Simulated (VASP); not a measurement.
# PtSe (rocksalt type) (Fm-3m) in VASP: further runs

Aim: see how the results for PtSe (rocksalt type) move with the level of theory and the settings. Levels: PBE, PBEsol. Tasks: single point.

All numbers are computed with VASP 6.6.1; they aren't measurements. Logs are shortened: lines on timing, memory, paths and dates and some standing lists are left out, and cuts for length are marked.

## Step 1: The cell of the first run

The structure is cubic, space group Fm-3m (No. 225). Conventional cell: a = 5.288 Å, b = 5.288 Å, c = 5.288 Å, α = 90.00°, β = 90.00°, γ = 90.00°. Pt (site symmetry m-3m) has 6 Se at 2.64 Å within 3.5 Å. Within 3.5 Å of Se (site symmetry m-3m) lie 6 Pt at 2.64 Å.

## Step 2: Single point, PBE

INCAR reads:

```
ALGO     = Normal         # electronic algorithm
EDIFF    = 1E-6           # SCF threshold, eV
ENCUT    = 520            # plane-wave cutoff, eV
GGA      = PE             # functional
ISIF     = 2              # what is computed and relaxed
ISMEAR   = -1             # smearing method
LASPH    = T              # aspherical terms in the spheres
LCHARG   = F              # write CHGCAR
LREAL    = F              # projectors in reciprocal space
LWAVE    = F              # write WAVECAR
NBANDS   = 15             # bands
NELM     = 80             # most SCF steps
PREC     = Accurate       # precision mode
SIGMA    = 0.03           # smearing width, eV
```

KPOINTS reads:

```
k-points
0
Gamma
  11 11 11
```

POSCAR reads:

```
PtSe
1.0
    0.0000000000      2.6439660088      2.6439660088
    2.6439660088      0.0000000000      2.6439660088
    2.6439660088      2.6439660088      0.0000000000
Pt Se
1 1
Direct
    0.0000000000      0.0000000000      0.0000000000
    0.5000000000      0.5000000000      0.5000000000
```

Potentials or basis: VASP PAW PBE potentials, release 64 (Pt, Se).

Run with:

```bash
$ cat potpaw_PBE.64/Pt/POTCAR potpaw_PBE.64/Se/POTCAR > POTCAR
$ mpirun -np 1 vasp_std > vasp.out
```

OUTCAR:

```text
EDIFF = 1E-6
   ENCUT = 520
   GGA = PE
   ISIF = 2
   ISMEAR = -1
   LASPH = T
   LREAL = F
   NELM = 80
   PREC = Accurate

 ion  position               nearest neighbor table
   1  0.000  0.000  0.000-   2 2.64   2 2.64   2 2.64   2 2.64   2 2.64   2 2.64
   2  0.500  0.500  0.500-   1 2.64   1 2.64   1 2.64   1 2.64   1 2.64   1 2.64

  LATTYP: Found a face centered cubic cell.
 ALAT       =     5.2879320176

  Lattice vectors:

 A1 = (   0.0000000000,   2.6439660088,   2.6439660088)
 A2 = (   2.6439660088,   0.0000000000,   2.6439660088)
 A3 = (   2.6439660088,   2.6439660088,   0.0000000000)

Analysis of symmetry for initial positions (statically):
=====================================================================
 Subroutine PRICEL returns:
 Original cell was already a primitive cell.

 Routine SETGRP: Setting up the symmetry group for a
 face centered cubic supercell.

 Subroutine GETGRP returns: Found 48 space group operations
 (whereof 48 operations were pure point group operations)
 out of a pool of 48 trial point group operations.

The static configuration has the point symmetry O_h .

Analysis of symmetry for dynamics (positions and initial velocities):
=====================================================================
 Subroutine PRICEL returns:
 Original cell was already a primitive cell.

 Routine SETGRP: Setting up the symmetry group for a
 face centered cubic supercell.

 Subroutine GETGRP returns: Found 48 space group operations
 (whereof 48 operations were pure point group operations)
 out of a pool of 48 trial point group operations.

The dynamic configuration has the point symmetry O_h .

 Subroutine INISYM returns: Found 48 space group operations
 (whereof 48 operations are pure point group operations),
 and found     1 'primitive' translations

----------------------------------------------------------------------------------------

                                     Primitive cell

  volume of cell :      36.9656

  direct lattice vectors                    reciprocal lattice vectors
     0.000000000  2.643966009  2.643966009    -0.189109844  0.189109844  0.189109844
     2.643966009  0.000000000  2.643966009     0.189109844 -0.189109844  0.189109844
     2.643966009  2.643966009  0.000000000     0.189109844  0.189109844 -0.189109844

  length of vectors
     3.739132588  3.739132588  3.739132588     0.327547858  0.327547858  0.327547858

  position of ions in fractional coordinates (direct lattice)
     0.000000000  0.000000000  0.000000000
     0.500000000  0.500000000  0.500000000

  ion indices of the primitive-cell ions
   primitive index   ion index
                 1           1
                 2           2

----------------------------------------------------------------------------------------

 KPOINTS: k-points

Automatic generation of k-mesh.
 Grid dimensions read from file:
 generate k-points for:   11   11   11

 Generating k-lattice:

  Cartesian coordinates                     Fractional coordinates (reciprocal lattice)
    -0.017191804  0.017191804  0.017191804     0.090909091  0.000000000  0.000000000
     0.017191804 -0.017191804  0.017191804     0.000000000  0.090909091  0.000000000
     0.017191804  0.017191804 -0.017191804     0.000000000  0.000000000  0.090909091

  Length of vectors
     0.029777078  0.029777078  0.029777078

  Shift w.r.t. Gamma in fractional coordinates (k-lattice)
     0.000000000  0.000000000  0.000000000

 Subroutine IBZKPT returns following result:
 ===========================================

 Found     56 irreducible k-points:

 Following reciprocal coordinates:
            Coordinates               Weight
  0.000000  0.000000  0.000000      1.000000
  0.090909  0.000000  0.000000      8.000000
  0.181818  0.000000  0.000000      8.000000
  0.272727  0.000000  0.000000      8.000000
  0.363636  0.000000  0.000000      8.000000
  0.454545  0.000000  0.000000      8.000000
[... 16 lines left out ...]
 -0.272727  0.181818  0.000000     24.000000
 -0.181818  0.181818  0.000000     12.000000
 [... further k-points ...]
   k-points           NKPTS =     56   k-points in BZ     NKDIM =     56   number of bands    NBANDS=     15
   number of dos      NEDOS =    301   number of ions     NIONS =      2
   total plane-waves  NPLWV =  21952
   dimension x,y,z NGX =    28 NGY =   28 NGZ =   28
   dimension x,y,z NGXF=    56 NGYF=   56 NGZF=   56
   ions per type =               1   1
   NGX,Y,Z   is equivalent  to a cutoff of  12.45, 12.45, 12.45 a.u.
   NGXF,Y,Z  is equivalent  to a cutoff of  24.90, 24.90, 24.90 a.u.
 SYSTEM =  unknown system
   PREC   = accura    normal or accurate (medium, high low for compatibility)
   ISTART =      0    job   : 0-new  1-cont  2-samecut
   ICHARG =      2    charge: 1-file 2-atom 10-const
   ISPIN  =      1    spin polarized calculation?
   LNONCOLLINEAR =      F non collinear calculations
   LSORBIT =      F    spin-orbit coupling
   LASPH  =      T    aspherical Exc in radial PAW
   ENCUT  =  520.0 eV  38.22 Ry    6.18 a.u.   6.95  6.95  6.95*2*pi/ulx,y,z
   NELM   =     80;   NELMIN=  2; NELMDL= -5     # of ELM steps
   EDIFF  = 0.1E-05   stopping-criterion for ELM
   LREAL  =      F    real-space projection
   EDIFFG = 0.1E-04   stopping-criterion for IOM
   NSW    =      0    number of steps for IOM
   IBRION =     -1    ionic relax: 0-MD 1-quasi-New 2-CG
   NFREE  =      0    steps in history (QN), initial steepest desc. (CG)
   ISIF   =      2    stress and relaxation
   ISYM   =      2    0-nonsym 1-usesym 2-fastsym
   POTIM  = 0.5000    time-step for ionic-motion
   TEBEG  =    0.0;   TEEND  =   0.0 temperature during run
   PSTRESS=    0.0 pullay stress
   NELECT =      16.0000    total number of electrons
   NUPDOWN=      -1.0000    fix difference up-down
   EMIN   =  10.00;   EMAX   =-10.00  energy-range for DOS
   EFERMI =   0.00;   METHOD = LEGACY
   ISMEAR =    -1;   SIGMA  =   0.03  broadening in eV -4-tet -1-fermi 0-gaus
   EFERMI_NEDOS =   21; number of points for ismear=-14 and -15
   IALGO  =     38    algorithm
   IMIX   =      4    mixing-type and parameters
     AMIX     =   0.40;   BMIX     =  1.00
     AMIX_MAG =   1.60;   BMIX_MAG =  1.00
  volume/ion in A,a.u.               =      18.48       124.73
  Fermi-wavevector in a.u.,A,eV,Ry     =   1.238366  2.340172 20.865213  1.533550
  Thomas-Fermi vector in A             =   2.372894
   LORBIT       =      0    0 simple, 1 ext, 2 COOP (PROOUT), +10 PAW based schemes
   GGA     = PE    functional components
   LHFCALC =     F    Hartree Fock is set to
   AEXX    =    0.0000 exact exchange contribution
   IVDW    =     0    specifies the selected vdW correction
   LEPSILON=     F    determine dielectric tensor
   LRPA    =     F    only Hartree local field effects (RPA)
 non-spin polarized calculation
  energy-cutoff  :      520.00
  volume of cell :       36.97
 maximum number of plane-waves:      1010
   NGX = 13   NGY = 13   NGZ = 13

 number of electron      16.0000003 magnetization

 Free energy of the ion-electron system (eV)
  ---------------------------------------------------
  ext. energy  EPLUGINS =         0.00000000
  ---------------------------------------------------
  free energy    TOTEN  =        -9.63477614 eV

  energy without entropy =       -9.63168251  energy(sigma->0) =       -9.63322933

 E-fermi :   7.4495     XC(G=0): -11.4804

 val. band max:        7.4197458197   @ k =  -0.4545   0.2727   0.0909
 cond. band min:       7.5382085655   @ k =   0.3636   0.2727   0.0000
 fundamental gap:      0.1184627457
 Fermi energy:         7.4495436330

 k-point     1 :       0.0000    0.0000    0.0000
  band No.  band energies     occupation
      1      -7.7194      2.00000
      2       4.3812      2.00000
      3       4.3812      2.00000
      4       4.3812      2.00000
      5       4.3926      2.00000
      6       4.3926      2.00000
      7       6.0449      2.00000
      8       6.0449      2.00000
      9       6.0449      2.00000
     10       8.8280      0.00000
     11      17.3235      0.00000
     12      18.9580      0.00000
     13      18.9580      0.00000
     14      18.9580      0.00000
     15      20.7081      0.00000

 k-point     2 :       0.0909    0.0000    0.0000
  band No.  band energies     occupation
      1      -7.6248      2.00000
      2       3.9684      2.00000
      3       3.9684      2.00000
      4       4.0451      2.00000
      5       4.4507      2.00000
      6       4.4507      2.00000
      7       5.6095      2.00000
      8       6.5820      2.00000
      9       6.5820      2.00000
     10       9.6583      0.00000
     11      16.8410      0.00000
     12      18.5550      0.00000
     13      18.5550      0.00000
     14      18.6948      0.00000
     15      20.2663      0.00000

 k-point     3 :       0.1818    0.0000    0.0000
  band No.  band energies     occupation
      1      -7.3539      2.00000
      2       2.9643      2.00000
      3       3.2956      2.00000
      4       3.2956      2.00000
      5       4.6409      2.00000
      6       4.6409      2.00000
      7       5.3713      2.00000
      8       7.5822      0.02370
      9       7.5822      0.02370
     10      11.0709      0.00000
     11      15.6209      0.00000
     12      17.3306      0.00000
     13      17.3306      0.00000
     14      18.7749      0.00000
     15      20.1020      0.00000

 k-point     4 :       0.2727    0.0000    0.0000
  band No.  band energies     occupation
      1      -6.9509      2.00000
      2       1.6755      2.00000
      3       2.7216      2.00000
      4       2.7216      2.00000
      5       4.9099      2.00000
      6       4.9099      2.00000
      7       5.4556      2.00000
      8       8.6489      0.00000
      9       8.6489      0.00000
     10      11.8776      0.00000
     11      14.9421      0.00000
     12      15.9061      0.00000
     13      15.9061      0.00000
     14      19.1767      0.00000
     15      20.2751      0.00000
[... 307 lines left out ...]
 k-point    22 :      -0.3636    0.1818    0.0000
  band No.  band energies     occupation
      1      -6.2285      2.00000
      2       0.4359      2.00000
      3       2.1995      2.00000
      4       2.3083      2.00000
      5       5.2534      2.00000
      6       5.3456      2.00000
      7       5.7362      2.00000
      8       7.6221      0.00633
      9       9.8447      0.00000
     10      11.9029      0.00000
     11      14.0229      0.00000
     12      15.0379      0.00000
     13      16.2536      0.00000
     14      19.9161      0.00000
     15      21.8774      0.00000

 k-point    23 :      -0.2727    0.1818    0.0000
  band No.  band energies     occupation
      1      -6.5032      2.00000
      2       0.8477      2.00000
      3       2.2688      2.00000
      4       2.6872      2.00000
      5       5.0140      2.00000
      6       5.2835      2.00000
      7       5.8248      2.00000
      8       7.0297      2.00000
      9      10.1447      0.00000
     10      12.4569      0.00000
     11      14.3038      0.00000
     12      14.9572      0.00000
     13      15.4858      0.00000
     14      19.2452      0.00000
     15      21.9654      0.00000

 k-point    24 :      -0.1818    0.1818    0.0000
  band No.  band energies     occupation
      1      -6.8553      2.00000
      2       1.4952      2.00000
      3       2.4974      2.00000
      4       3.1138      2.00000
      5       4.7963      2.00000
      6       5.0909      2.00000
      7       5.8830      2.00000
      8       6.6563      2.00000
      9       9.6358      0.00000
     10      12.7818      0.00000
     11      14.3935      0.00000
     12      15.3431      0.00000
     13      15.6306      0.00000
     14      18.9597      0.00000
     15      21.4787      0.00000

 [... further k-points ...]
[... 5 lines left out ...]
  --------------------------------------------------------------------------------------
  -------------------------------------------------------------------------------------
  Total       -0.0126527     -0.0126527     -0.0126527     -0.0000000     -0.0000000      0.0000000
  in kB       -0.5483987     -0.5483987     -0.5483987     -0.0000000     -0.0000000      0.0000000
  external PRESSURE =      -0.5483987 kB  Pullay stress =       0.0000000 kB

 VOLUME and BASIS-vectors are now :
 -----------------------------------------------------------------------------
  energy-cutoff  :      520.00
  volume of cell :       36.97
      direct lattice vectors                 reciprocal lattice vectors
     0.000000000  2.643966009  2.643966009    -0.189109844  0.189109844  0.189109844
     2.643966009  0.000000000  2.643966009     0.189109844 -0.189109844  0.189109844
     2.643966009  2.643966009  0.000000000     0.189109844  0.189109844 -0.189109844

 POSITION                                       TOTAL-FORCE (eV/Angst)
 -----------------------------------------------------------------------------------
      0.00000      0.00000      0.00000         0.000000      0.000000      0.000000
      2.64397      2.64397      2.64397        -0.000000     -0.000000     -0.000000
 -----------------------------------------------------------------------------------
    total drift:                               -0.000000      0.000000      0.000000

  FREE ENERGIE OF THE ION-ELECTRON SYSTEM (eV)
  ---------------------------------------------------
  free  energy   TOTEN  =        -9.6347761408 eV

  energy  without entropy=       -9.6316825107  energy(sigma->0) =       -9.63322933
```

Wall time 13 s (1 thread of Intel Xeon 6975P-C (Granite Rapids), shared host); peak memory 0.17 GiB.

What came out:

```yaml
Free_energy: -9.6348 eV
Pressure: -0.1 GPa
Band_gap_on_the_k_mesh: zero (band 8 reaches 10.28 eV, above the bottom of band 9 at 6.04 eV)
```

Levels at points of the mesh, in eV from the Fermi level:
```csv
k point,band 5,band 6,band 7,band 8,band 9,band 10,band 11,band 12
"(0.00, 0.00, 0.00)",-3.06,-3.06,-1.40,-1.40,-1.40,1.38,9.87,11.51
```

Caveat: spin-orbit coupling is left out, which moves the levels of the heavy elements.

## Step 3: Single point, PBEsol

INCAR reads:

```
PREC = Accurate
ENCUT = 520
EDIFF = 1E-6
ISMEAR = -1
SIGMA = 0.03
LREAL = F
LASPH = T
NELM = 60
ALGO = Normal
ISIF = 2
LWAVE = F
LCHARG = T
GGA = PS
LELF = T
LVHAR = T
NBANDS = 15
```

KPOINTS reads:

```
Automatic mesh
0
Gamma
  11 11 11
```

POSCAR reads:

```
PtSe
1.0
    0.0000000000      2.6439660098      2.6439660098
    2.6439660098      0.0000000000      2.6439660098
    2.6439660098      2.6439660098      0.0000000000
Pt Se
1 1
Direct
    0.0000000000      0.0000000000      0.0000000000
    0.5000000000      0.5000000000      0.5000000000
```

Potentials or basis: VASP PAW PBE potentials, release 64 (Pt, Se).

Run with:

```bash
$ cat potpaw_PBE.64/Pt/POTCAR potpaw_PBE.64/Se/POTCAR > POTCAR
$ mpirun -np 1 vasp_std > vasp.out
```

Run time: 22 s. Hardware: 1 thread of Intel Xeon 6975P-C, shared host; peak memory 0.18 GiB.

Results (log left out):

| Property | Result |
| --- | --- |
| Free energy | -10.8628 eV |
| Pressure | -6.1 GPa |
| Band gap on the k mesh | zero (band 8 reaches 10.13 eV, above the bottom of band 9 at 5.90 eV) |

Levels at points of the mesh, in eV from the Fermi level:
| k point | band 4 | band 5 | band 6 | band 7 | band 8 | band 9 | band 10 | band 11 | band 12 | band 13 |
| --- | --- | --- | --- | --- | --- | --- | --- | --- | --- | --- |
| (0.00, 0.00, 0.00) | -3.06 | -3.06 | -3.06 | -1.39 | -1.39 | -1.39 | 1.31 | 9.72 | 11.49 | 11.49 |

Caveat: the PAW data sets were made with another functional, which shifts forces and pressure a little; spin-orbit coupling is left out, which moves the levels of the heavy elements.

## Step 4: Single point, PBE, non-collinear spin, zero start, spin-orbit coupling

INCAR reads:

```
SYSTEM = PtSe
  PREC = Accurate
  ENCUT = 520
  EDIFF = 1E-6
  ISMEAR = -1
  SIGMA = 0.03
  LREAL = .False.
  LASPH = .True.
  NELM = 150
  ALGO = Normal
  ISIF = 2
  LWAVE = .False.
  LCHARG = .False.
  MAGMOM = 0 0 0 0 0 0
  LORBIT = 11
  LSORBIT = .True.
  GGA_COMPAT = .False.
  LORBMOM = .True.
  LMAXMIX = 4
  GGA = PE
  NBANDS = 28
```

KPOINTS reads:

```
regular mesh
0
Gamma
  11 11 11
  0 0 0
```

POSCAR is that of step 3.

Run with:

```bash
$ cat potpaw_PBE.64/Pt/POTCAR potpaw_PBE.64/Se/POTCAR > POTCAR
$ mpirun -np 1 vasp_ncl > vasp.out
```

Wall time 2.1 min (1 thread of Intel Xeon 6975P-C, shared host); peak memory 0.29 GiB.

The run converged. Its results:

```yaml
Free_energy: -9.9874 eV
Pressure: 0.3 GPa
Net_moment: 0.00 μB per cell
Valence_electrons_inside_the_program's_atomic_spheres: Pt 9.18; Se 3.75
```

Moments on the atoms (μB; x, y, z):
```
Pt  0.00 0.00 0.00
Se  0.00 0.00 0.00
```

## Step 5: Overview

| level | spin | gap on the mesh (eV) | pressure (GPa) |
| --- | --- | --- | --- |
| PBE | off | none | -0.1 |
| PBEsol | off | none | -6.1 |
| PBE | non-collinear, zero start, SOC | - | 0.3 |

Alike in all rows: task single point; potentials or basis VASP PAW PBE potentials, release 64 (Pt, Se); cell a = 3.739 Å, angles 60.0°, 2 atoms; k mesh 11 × 11 × 11; cutoff (eV) 520; smearing fermi-dirac 0.03 eV.

The pressure there spans -6.1 GPa (PBEsol) to 0.3 GPa (PBE); a positive pressure means that this level wants a larger cell, a negative one a smaller.

Caveats: spin-orbit coupling is left out, which moves the levels of the heavy elements (some runs); the PAW data sets were made with another functional, which shifts forces and pressure a little (some runs).

Total energies depend on the potentials used, so only differences within one code and one set of settings carry meaning.
